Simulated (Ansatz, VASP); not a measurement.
One calculation of TePb, two programs

```xyz
2
Lattice="3.9498 0.0000 0.0000 0.0000 3.9498 0.0000 0.0000 0.0000 3.9498" Properties=species:S:1:pos:R:3 pbc="T T T"
Te    1.9749    1.9749    1.9749
Pb    0.0000    0.0000    0.0000
```

Alike in both runs: task single point; functional PBE; k mesh 8 × 8 × 8; occupations gaussian, width 0.05 eV; no spin polarisation.

|  | VASP | Ansatz |
| --- | --- | --- |
| version | VASP 6.6.1 | Ansatz 0.2.0 |
| potentials or method | VASP PAW PBE potentials, release 64 (Te, Pb_d), cutoff 520 eV | scalar-relativistic, plane waves, PAW |
| valence electrons in the cell | 20 | 30 |

|  | VASP | Ansatz | Ansatz less VASP |
| --- | --- | --- | --- |
| gap on the k mesh at the Fermi level (eV) | none | none | - |
| pressure (GPa) | 1.7 | 1.7 | +0.04 |

A gap of «none» marks a metal or a gap that the smearing closes. The functional is the same, so the differences come from potentials, cutoffs and numerics. VASP's potentials hold 20 valence electrons a cell and Ansatz's 30, so a difference there can come from the potentials and not from the codes.

Neither program's run includes spin-orbit coupling.
